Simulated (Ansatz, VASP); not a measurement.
**One calculation of Cs, two programs**

The input INCAR:

```
PREC = Accurate ; ENCUT = 520
EDIFF = 1E-7 ; ISMEAR = 0
SIGMA = 0.15 ; LREAL = False
LASPH = True ; NELM = 60
ALGO = Fast ; ISIF = 2
LWAVE = False ; LCHARG = False
GGA = PE ; NBANDS = 10
```

KPOINTS

```
Automatic mesh
0
Gamma
  12 12 12
```

File POSCAR:

```
Cs
1.0
   -2.9469375000      2.9469375000      3.1736250000
    2.9469375000     -2.9469375000      3.1736250000
    2.9469375000      2.9469375000     -3.1736250000
Cs
1
Direct
    0.0000000000      0.0000000000      0.0000000000
```

Input for Ansatz:

```yaml
crystal:
  lattice:
    - [-2.9469375, 2.9469375, 3.173625]
    - [2.9469375, -2.9469375, 3.173625]
    - [2.9469375, 2.9469375, -3.173625]
  atoms:
    - { symbol: Cs, position: [0.0, 0.0, 0.0] }
basis:
  ecutwfc: 420
kpoints:
  mp_grid: { grid: [12, 12, 12] }
hamiltonian:
  xc: pbe
scf:
  occupations: { method: gaussian, width: 0.15 }
output:
  forces: true
  stress: true
  eigenvalues: true
```

Change from the starting cell: strain -0.025 along x and y, +0.050 along z, atoms carried along.

Alike in both runs: task single point; functional PBE; k mesh 12 × 12 × 12; occupations gaussian, width 0.15 eV; no spin polarisation.

|  | VASP | Ansatz |
| --- | --- | --- |
| version | VASP 6.6.1 | Ansatz 0.2.0 |
| potentials or method | VASP PAW PBE potentials, release 64 (Cs_sv), cutoff 520 eV | scalar-relativistic, plane waves, PAW |
| valence electrons in the cell | 9 | 9 |

```tsv
	VASP	Ansatz	Ansatz less VASP
gap on the k mesh at the Fermi level (eV)	none	none	-
pressure (GPa)	0.1	0.1	+0.01
```

A gap of «none» marks a metal or a gap that the smearing closes. The functional is the same, so the differences come from potentials, cutoffs and numerics.

Neither program's run includes spin-orbit coupling.
